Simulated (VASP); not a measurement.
# Mg (P6/mmm) in VASP: notebook

The runs below take Mg through single point, with PBE+D3(BJ).

All numbers are computed with VASP 6.6.1; they aren't measurements. Logs are shortened: lines on timing, memory, paths and dates and some standing lists are left out, and cuts for length are marked.

## (1) The cell of the first run

The structure is hexagonal, space group P6/mmm (No. 191). The conventional cell has a = 3.041 Å, b = 3.041 Å, c = 2.994 Å, α = 90.00°, β = 90.00°, γ = 120.00°. Within 3.9 Å of Mg (site symmetry 6/mmm) lie 8 Mg at 2.99 to 3.04 Å.

This isn't the form of Mg at room conditions, which is hcp.

## (2) Single point, PBE+D3(BJ)

The input, INCAR:

```
ALGO = Fast ; EDIFF = 1E-6
ENCUT = 520 ; GGA = PE
ISIF = 2 ; ISMEAR = -1
IVDW = 12 ; LASPH = T
LCHARG = F ; LREAL = F
LWAVE = F ; NBANDS = 7
NELM = 100 ; PREC = Accurate
SIGMA = 0.05
```

The input, KPOINTS:

```
k-points
0
Gamma
  10 10 9
```

The input, POSCAR:

```
Mg
1.0
    3.0412750641      0.0000000000      0.0000000000
   -1.5206375321      2.6338214654      0.0000000000
    0.0000000000      0.0000000000      2.9938108884
Mg
1
Direct
    0.0000000000      0.0000000000      0.0000000000
```

Potentials or basis: VASP PAW PBE potentials, release 64 (Mg).

Run with:

```console
cat potpaw_PBE.64/Mg/POTCAR > POTCAR
mpirun -np 1 vasp_std > vasp.out
```

OUTCAR:

```text
EDIFF = 1E-6
   ENCUT = 520
   GGA = PE
   ISIF = 2
   ISMEAR = -1
   IVDW = 12
   LASPH = T
   LREAL = F
   NELM = 100
   PREC = Accurate
 IVDW          = 12

 ion  position               nearest neighbor table
   1  0.000  0.000  0.000-

  LATTYP: Found a hexagonal cell.
 ALAT       =     3.0412750641
 C/A-ratio  =     0.9843933302

  Lattice vectors:

 A1 = (   3.0412750641,   0.0000000000,   0.0000000000)
 A2 = (  -1.5206375321,   2.6338214654,   0.0000000000)
 A3 = (   0.0000000000,   0.0000000000,   2.9938108884)

Analysis of symmetry for initial positions (statically):
=====================================================================
 Subroutine PRICEL returns:
 Original cell was already a primitive cell.

 Routine SETGRP: Setting up the symmetry group for a
 hexagonal supercell.

 Subroutine GETGRP returns: Found 24 space group operations
 (whereof 24 operations were pure point group operations)
 out of a pool of 24 trial point group operations.

The static configuration has the point symmetry D_6h.

Analysis of symmetry for dynamics (positions and initial velocities):
=====================================================================
 Subroutine PRICEL returns:
 Original cell was already a primitive cell.

 Routine SETGRP: Setting up the symmetry group for a
 hexagonal supercell.

 Subroutine GETGRP returns: Found 24 space group operations
 (whereof 24 operations were pure point group operations)
 out of a pool of 24 trial point group operations.

The dynamic configuration has the point symmetry D_6h.

 Subroutine INISYM returns: Found 24 space group operations
 (whereof 24 operations are pure point group operations),
 and found     1 'primitive' translations

----------------------------------------------------------------------------------------

                                     Primitive cell

  volume of cell :      23.9810

  direct lattice vectors                    reciprocal lattice vectors
     3.041275064  0.000000000  0.000000000     0.328809456  0.189838228  0.000000000
    -1.520637532  2.633821465  0.000000000     0.000000000  0.379676456  0.000000000
     0.000000000  0.000000000  2.993810888     0.000000000  0.000000000  0.334022434

  length of vectors
     3.041275064  3.041275064  2.993810888     0.379676456  0.379676456  0.334022434

  position of ions in fractional coordinates (direct lattice)
     0.000000000  0.000000000  0.000000000

  ion indices of the primitive-cell ions
   primitive index   ion index
                 1           1

----------------------------------------------------------------------------------------

 KPOINTS: k-points

Automatic generation of k-mesh.
 Grid dimensions read from file:
 generate k-points for:   10   10    9

 Generating k-lattice:

  Cartesian coordinates                     Fractional coordinates (reciprocal lattice)
     0.032880946  0.018983823  0.000000000     0.100000000  0.000000000  0.000000000
     0.000000000  0.037967646  0.000000000     0.000000000  0.100000000  0.000000000
     0.000000000  0.000000000  0.037113604     0.000000000  0.000000000  0.111111111

  Length of vectors
     0.037967646  0.037967646  0.037113604

  Shift w.r.t. Gamma in fractional coordinates (k-lattice)
     0.000000000  0.000000000  0.000000000

 Subroutine IBZKPT returns following result:
 ===========================================

 Found     70 irreducible k-points:

 Following reciprocal coordinates:
            Coordinates               Weight
  0.000000  0.000000  0.000000      1.000000
  0.100000 -0.000000  0.000000      6.000000
  0.200000 -0.000000  0.000000      6.000000
  0.300000 -0.000000  0.000000      6.000000
  0.400000 -0.000000  0.000000      6.000000
  0.500000  0.000000  0.000000      3.000000
[... 16 lines left out ...]
  0.300000  0.100000  0.111111     24.000000
  0.400000  0.100000  0.111111     24.000000
 [... further k-points ...]
   k-points           NKPTS =     70   k-points in BZ     NKDIM =     70   number of bands    NBANDS=      7
   number of dos      NEDOS =    301   number of ions     NIONS =      1
   total plane-waves  NPLWV =  13824
   dimension x,y,z NGX =    24 NGY =   24 NGZ =   24
   dimension x,y,z NGXF=    48 NGYF=   48 NGZF=   48
   ions per type =               1
   NGX,Y,Z   is equivalent  to a cutoff of  13.12, 13.12, 13.33 a.u.
   NGXF,Y,Z  is equivalent  to a cutoff of  26.24, 26.24, 26.65 a.u.
 SYSTEM =  unknown system
   PREC   = accura    normal or accurate (medium, high low for compatibility)
   ISTART =      0    job   : 0-new  1-cont  2-samecut
   ICHARG =      2    charge: 1-file 2-atom 10-const
   ISPIN  =      1    spin polarized calculation?
   LNONCOLLINEAR =      F non collinear calculations
   LSORBIT =      F    spin-orbit coupling
   LASPH  =      T    aspherical Exc in radial PAW
   ENCUT  =  520.0 eV  38.22 Ry    6.18 a.u.   5.65  5.65  5.57*2*pi/ulx,y,z
   NELM   =    100;   NELMIN=  2; NELMDL= -5     # of ELM steps
   EDIFF  = 0.1E-05   stopping-criterion for ELM
   LREAL  =      F    real-space projection
   EDIFFG = 0.1E-04   stopping-criterion for IOM
   NSW    =      0    number of steps for IOM
   IBRION =     -1    ionic relax: 0-MD 1-quasi-New 2-CG
   NFREE  =      0    steps in history (QN), initial steepest desc. (CG)
   ISIF   =      2    stress and relaxation
   ISYM   =      2    0-nonsym 1-usesym 2-fastsym
   POTIM  = 0.5000    time-step for ionic-motion
   TEBEG  =    0.0;   TEEND  =   0.0 temperature during run
   PSTRESS=    0.0 pullay stress
   NELECT =       2.0000    total number of electrons
   NUPDOWN=      -1.0000    fix difference up-down
   EMIN   =  10.00;   EMAX   =-10.00  energy-range for DOS
   EFERMI =   0.00;   METHOD = LEGACY
   ISMEAR =    -1;   SIGMA  =   0.05  broadening in eV -4-tet -1-fermi 0-gaus
   EFERMI_NEDOS =   21; number of points for ismear=-14 and -15
   IALGO  =     68    algorithm
   IMIX   =      4    mixing-type and parameters
     AMIX     =   0.40;   BMIX     =  1.00
     AMIX_MAG =   1.60;   BMIX_MAG =  1.00
  volume/ion in A,a.u.               =      23.98       161.83
  Fermi-wavevector in a.u.,A,eV,Ry     =   0.715258  1.351642  6.960658  0.511594
  Thomas-Fermi vector in A             =   1.803372
   LORBIT       =      0    0 simple, 1 ext, 2 COOP (PROOUT), +10 PAW based schemes
   GGA     = PE    functional components
   LHFCALC =     F    Hartree Fock is set to
   AEXX    =    0.0000 exact exchange contribution
   IVDW    =    12    specifies the selected vdW correction
   LEPSILON=     F    determine dielectric tensor
   LRPA    =     F    only Hartree local field effects (RPA)
 non-spin polarized calculation
 RMM-DIIS sequential band-by-band and
  energy-cutoff  :      520.00
  volume of cell :       23.98
 maximum number of plane-waves:       662
 NGX is ok and might be reduce to    24
   NGX = 11   NGY = 11   NGZ = 11

 number of electron       2.0000000 magnetization

 Free energy of the ion-electron system (eV)
  ---------------------------------------------------
  ext. energy  EPLUGINS =         0.00000000
  ---------------------------------------------------
  free energy    TOTEN  =        -1.27722155 eV

  energy without entropy =       -1.27432770  energy(sigma->0) =       -1.27577463

 E-fermi :   2.3141     XC(G=0):  -8.3372

 val. band max:        2.2061907768   @ k =   0.4000   0.1000   0.0000
 cond. band min:       2.4014119430   @ k =   0.4000   0.1000   0.1111
 fundamental gap:      0.1952211662
 Fermi energy:         2.3141256962

 k-point     1 :       0.0000    0.0000    0.0000
  band No.  band energies     occupation
      1      -4.3560      2.00000
      2      10.6316      0.00000
      3      11.5774      0.00000
      4      14.9504      0.00000
      5      14.9504      0.00000
      6      16.0727      0.00000
      7      16.0727      0.00000

 k-point     2 :       0.1000   -0.0000    0.0000
  band No.  band energies     occupation
      1      -4.1386      2.00000
      2      10.5086      0.00000
      3      11.7566      0.00000
      4      12.4654      0.00000
      5      13.8004      0.00000
      6      15.8089      0.00000
      7      17.5919      0.00000

 k-point     3 :       0.2000   -0.0000    0.0000
  band No.  band energies     occupation
      1      -3.4894      2.00000
      2       8.6341      0.00000
      3      11.2018      0.00000
      4      12.2949      0.00000
      5      12.5835      0.00000
      6      15.2440      0.00000
      7      19.9083      0.00000

 k-point     4 :       0.3000   -0.0000    0.0000
  band No.  band energies     occupation
      1      -2.4174      2.00000
      2       5.8023      0.00000
      3      10.9815      0.00000
      4      11.7023      0.00000
      5      13.1933      0.00000
      6      15.4423      0.00000
      7      20.5235      0.00000

 k-point     5 :       0.4000   -0.0000    0.0000
  band No.  band energies     occupation
      1      -0.9382      2.00000
      2       3.2139      0.00000
      3      10.7412      0.00000
      4      11.1728      0.00000
      5      14.4422      0.00000
      6      16.4613      0.00000
      7      18.2115      0.00000
[... 161 lines left out ...]
 k-point    22 :       0.2000    0.1000    0.1111
  band No.  band energies     occupation
      1      -2.6409      2.00000
      2       7.4397      0.00000
      3       8.9344      0.00000
      4      10.7071      0.00000
      5      15.0891      0.00000
      6      17.3701      0.00000
      7      19.5188      0.00000

 k-point    23 :       0.3000    0.1000    0.1111
  band No.  band energies     occupation
      1      -1.3676      2.00000
      2       4.7943      0.00000
      3       8.6029      0.00000
      4      11.2511      0.00000
      5      14.5486      0.00000
      6      17.4938      0.00000
      7      18.5282      0.00000

 k-point    24 :       0.4000    0.1000    0.1111
  band No.  band energies     occupation
      1       0.2938      2.00000
      2       2.4014      0.29717
      3       8.3215      0.00000
      4      12.4776      0.00000
      5      13.7859      0.00000
      6      15.9647      0.00000
      7      19.9658      0.00000

 [... further k-points ...]

------------------------ aborting loop because EDIFF is reached ----------------------------------------

 Edisp (eV)   -0.27367

 E8    (eV) :    -0.1209

  FORCE on cell =-STRESS in cart. coord.  units (eV):
  Direction    XX          YY          ZZ          XY          YZ          ZX
  --------------------------------------------------------------------------------------
  -------------------------------------------------------------------------------------
  Total      -0.00947    -0.00947    -0.00782     0.00000     0.00000     0.00000
  in kB      -0.63255    -0.63255    -0.52267     0.00000     0.00000     0.00000
  external pressure =       -0.60 kB  Pullay stress =        0.00 kB

 VOLUME and BASIS-vectors are now :
 -----------------------------------------------------------------------------
  energy-cutoff  :      520.00
  volume of cell :       23.98
      direct lattice vectors                 reciprocal lattice vectors
     3.041275064  0.000000000  0.000000000     0.328809456  0.189838228  0.000000000
    -1.520637532  2.633821465  0.000000000     0.000000000  0.379676456  0.000000000
     0.000000000  0.000000000  2.993810888     0.000000000  0.000000000  0.334022434

 POSITION                                       TOTAL-FORCE (eV/Angst)
 -----------------------------------------------------------------------------------
      0.00000      0.00000      0.00000         0.000000      0.000000      0.000000
 -----------------------------------------------------------------------------------
    total drift:                                0.000000      0.000000      0.000000

  FREE ENERGIE OF THE ION-ELECTRON SYSTEM (eV)
  ---------------------------------------------------
  free  energy   TOTEN  =        -1.5508952184 eV

  energy  without entropy=       -1.5480013613  energy(sigma->0) =       -1.54944829
```

Wall time 4.9 s (1 thread of Intel Xeon 8259CL, shared host); peak memory 0.15 GiB.

Results:

```yaml
Free_energy: -1.5509 eV
Pressure: -0.1 GPa
Band_gap_on_the_k_mesh: zero (bands 1 and 2 overlap by 3.54 eV)
Dispersion_energy_per_atom: -0.274 eV
```

Levels at points of the mesh, in eV from the Fermi level:
```tsv
k point	band 1	band 2	band 3	band 4	band 5
(0.00, 0.00, 0.00)	-6.67	8.32	9.26	12.64	12.64
(0.50, 0.00, 0.00)	-1.58	-1.15	8.32	8.68	13.37
```

## (3) Single point, PBE+D3(BJ)

This run uses another cell than the first one, of 24.14 Å³/atom.

The input, INCAR:

```
SYSTEM = Mg
  PREC = Accurate
  ENCUT = 520
  EDIFF = 1E-7
  ISMEAR = -1
  SIGMA = 0.05
  LREAL = .False.
  LASPH = .True.
  NELM = 60
  ALGO = Normal
  ISIF = 2
  LWAVE = .False.
  LCHARG = .False.
  GGA = PE
  IVDW = 12
  NBANDS = 7
```

The input, KPOINTS:

```
Automatic mesh
0
Gamma
  10 10 9
  0 0 0
```

The input, POSCAR:

```
Mg
1.0
    3.0474082186      0.0000000000      0.0000000000
   -1.5237041093      2.6391329330      0.0000000000
    0.0000000000      0.0000000000      3.0011995447
Mg
1
Direct
    0.0000000000      0.0000000000      0.0000000000
```

Potentials or basis: VASP PAW PBE potentials, release 64 (Mg).

Run with:

```console
cat potpaw_PBE.64/Mg/POTCAR > POTCAR
mpirun -np 1 vasp_std > vasp.out
```

It took 5.2 s on 1 thread of Intel Xeon 8259CL, shared host; peak memory 0.14 GiB.

It converged, with:

```yaml
Free_energy: -1.5507 eV
Pressure: -0.3 GPa
Band_gap_on_the_k_mesh: zero (bands 1 and 2 overlap by 3.53 eV)
Dispersion_energy_per_atom: -0.272 eV
```

Levels at points of the mesh, in eV from the Fermi level:
| k point | band 1 | band 2 | band 3 | band 4 | band 5 | band 6 |
| --- | --- | --- | --- | --- | --- | --- |
| (0.00, 0.00, 0.00) | -6.64 | 8.29 | 9.21 | 12.60 | 12.60 | 13.69 |
| (0.50, 0.00, 0.00) | -1.56 | -1.15 | 8.30 | 8.65 | 13.32 | 14.21 |

Caveat: three body term missing.

## (4) Single point, PBE+D3(BJ)

This run uses another cell than the first one, of 24.53 Å³/atom.

The input, INCAR:

```
ALGO     = Fast           # electronic algorithm
EDIFF    = 1E-6           # SCF threshold, eV
ENCUT    = 520            # plane-wave cutoff, eV
GGA      = PE             # functional
ISIF     = 2              # what is computed and relaxed
ISMEAR   = -1             # smearing method
IVDW     = 12             # dispersion correction
LASPH    = True           # aspherical terms in the spheres
LCHARG   = False          # write CHGCAR
LREAL    = False          # projectors in reciprocal space
LWAVE    = False          # write WAVECAR
NBANDS   = 7              # bands
NELM     = 100            # most SCF steps
PREC     = Accurate       # precision mode
SIGMA    = 0.05           # smearing width, eV
```

The input, KPOINTS:

```
k-points
0
Gamma
  10 10 9
```

The input, POSCAR:

```
Mg
1.0
    3.0502998005      0.0000000000      0.0000000000
   -1.5251499003      2.6416371164      0.0000000000
    0.0000000000      0.0000000000      3.0448375700
Mg
1
Direct
    0.0000000000      0.0000000000      0.0000000000
```

Potentials or basis: VASP PAW PBE potentials, release 64 (Mg).

Run with:

```console
cat potpaw_PBE.64/Mg/POTCAR > POTCAR
mpirun -np 1 vasp_std > vasp.out
```

OUTCAR:

```text
EDIFF = 1E-6
   ENCUT = 520
   GGA = PE
   ISIF = 2
   ISMEAR = -1
   IVDW = 12
   LASPH = True
   LREAL = False
   NELM = 100
   PREC = Accurate
 IVDW          = 12

 ion  position               nearest neighbor table
   1  0.000  0.000  0.000-

  LATTYP: Found a hexagonal cell.
 ALAT       =     3.0502998005
 C/A-ratio  =     0.9982092808

  Lattice vectors:

 A1 = (   3.0502998005,   0.0000000000,   0.0000000000)
 A2 = (  -1.5251499003,   2.6416371164,   0.0000000000)
 A3 = (   0.0000000000,   0.0000000000,   3.0448375700)

Analysis of symmetry for initial positions (statically):
=====================================================================
 Subroutine PRICEL returns:
 Original cell was already a primitive cell.

 Routine SETGRP: Setting up the symmetry group for a
 hexagonal supercell.

 Subroutine GETGRP returns: Found 24 space group operations
 (whereof 24 operations were pure point group operations)
 out of a pool of 24 trial point group operations.

The static configuration has the point symmetry D_6h.

Analysis of symmetry for dynamics (positions and initial velocities):
[... 159 lines left out ...]

 val. band max:        2.1464726587   @ k =   0.4000   0.1000   0.0000
 cond. band min:       2.3011995723   @ k =   0.5000   0.0000   0.3333
 fundamental gap:      0.1547269137
 Fermi energy:         2.2240361769

 k-point     1 :       0.0000    0.0000    0.0000
  band No.  band energies     occupation
      1      -4.3781      2.00000
      2      10.2702      0.00000
      3      11.0052      0.00000
      4      14.8304      0.00000
      5      14.8304      0.00000
      6      15.9246      0.00000
      7      15.9246      0.00000
[... 221 lines left out ...]
 k-point    24 :       0.4000    0.1000    0.1111
  band No.  band energies     occupation
      1       0.2396      2.00000
      2       2.3350      0.19599
      3       8.2148      0.00000
      4      12.1081      0.00000
      5      13.4851      0.00000
      6      15.5548      0.00000
      7      19.3438      0.00000

 [... further k-points ...]

------------------------ aborting loop because EDIFF is reached ----------------------------------------

 Edisp (eV)   -0.26731

 E8    (eV) :    -0.1181

  FORCE on cell =-STRESS in cart. coord.  units (eV):
  Direction    XX          YY          ZZ          XY          YZ          ZX
  --------------------------------------------------------------------------------------
  -------------------------------------------------------------------------------------
  Total      -0.03494    -0.03494    -0.22792     0.00000     0.00000     0.00000
  in kB      -2.28175    -2.28175   -14.88362     0.00000     0.00000     0.00000
  external pressure =       -6.48 kB  Pullay stress =        0.00 kB

 VOLUME and BASIS-vectors are now :
 -----------------------------------------------------------------------------
  energy-cutoff  :      520.00
  volume of cell :       24.53
      direct lattice vectors                 reciprocal lattice vectors
     3.050299800  0.000000000  0.000000000     0.327836628  0.189276565  0.000000000
    -1.525149900  2.641637116  0.000000000     0.000000000  0.378553130  0.000000000
     0.000000000  0.000000000  3.044837570     0.000000000  0.000000000  0.328424744

 POSITION                                       TOTAL-FORCE (eV/Angst)
 -----------------------------------------------------------------------------------
      0.00000      0.00000      0.00000         0.000000      0.000000      0.000000
 -----------------------------------------------------------------------------------
    total drift:                                0.000000      0.000000      0.000000

  FREE ENERGIE OF THE ION-ELECTRON SYSTEM (eV)
  ---------------------------------------------------
  free  energy   TOTEN  =        -1.5487580545 eV

  energy  without entropy=       -1.5462622727  energy(sigma->0) =       -1.54751016
```

It took 5 s on 1 thread of Intel Xeon 8259CL, shared host; peak memory 0.15 GiB.

Results:

* Free energy: -1.5488 eV
* Pressure: -0.6 GPa
* Band gap on the k mesh: zero (bands 1 and 2 overlap by 3.53 eV)
* Dispersion energy per atom: -0.267 eV

Caveat: three body term missing.

## (5) Overview

```csv
cell,gap on the mesh (eV),pressure (GPa)
"a = 3.041, b = 3.041, c = 2.994 Å, angles 90.0, 90.0, 120.0°, 1 atom",none,-0.1
"a = 3.047, b = 3.047, c = 3.001 Å, angles 90.0, 90.0, 120.0°, 1 atom",none,-0.3
"a = 3.050, b = 3.050, c = 3.045 Å, angles 90.0, 90.0, 120.0°, 1 atom",none,-0.6
```

Alike in all rows: task single point; level PBE+D3(BJ); potentials or basis VASP PAW PBE potentials, release 64 (Mg); no spin polarisation; k mesh 10 × 10 × 9; cutoff (eV) 520; smearing fermi-dirac 0.05 eV.

Caveats: three body term missing (at least some runs).

Absolute energies hang on the potentials; compare differences alone.
